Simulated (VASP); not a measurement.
Write the native input for VASP 6.6.1 that does the following.

| Item | Value |
| --- | --- |
| Task | single point |
| Functional | PBE |
| Potentials or basis | VASP PAW PBE potentials, release 64 (Cu, N) |
| Cutoff | 600 eV |
| k mesh | 5 × 5 × 5 |
| Occupations | fermi-dirac, width 0.1 eV |
| Spin | no spin polarisation |
| Dipole correction | no |
| Further INCAR settings | ALGO = Normal; EDIFF = 1e-06; NBANDS = 27 |

The structure of Cu3N lies in POSCAR:

```
Cu3N
1.0
    3.9059270574      0.0000000000      0.0000000000
    0.0000000000      3.9059270574      0.0000000000
    0.0000000000      0.0000000000      3.9059270574
Cu N
3 1
Direct
    0.5000000000      0.0000000000      0.0000000000
    0.0000000000      0.5000000000      0.0000000000
    0.0000000000      0.0000000000      0.5000000000
    0.0000000000      0.0000000000      0.0000000000
```

One way to write it, as run:

INCAR

```
ALGO = Normal ; EDIFF = 1E-6
ENCUT = 600 ; GGA = PE
GGA_COMPAT = F ; ISIF = 2
ISMEAR = -1 ; LASPH = T
LCHARG = T ; LELF = T
LREAL = F ; LVHAR = T
LWAVE = F ; NBANDS = 27
NELM = 120 ; PREC = Accurate
SIGMA = 0.1
```

KPOINTS

```
k-points
0
Gamma
  5 5 5
```

Potentials or basis: VASP PAW PBE potentials, release 64 (Cu, N).

The run is started by

```console
$ cat potpaw_PBE.64/Cu/POTCAR potpaw_PBE.64/N/POTCAR > POTCAR
$ mpirun -np 1 vasp_std > vasp.out
```

Results of the run:

```yaml
Pressure: -5.8 GPa
Band_gap_on_the_k_mesh: 1.10 eV, indirect (least direct gap 1.88 eV)
```

Wall time 39 s on 1 thread of AMD EPYC 7R13, on a shared host, peak memory 0.15 GiB.
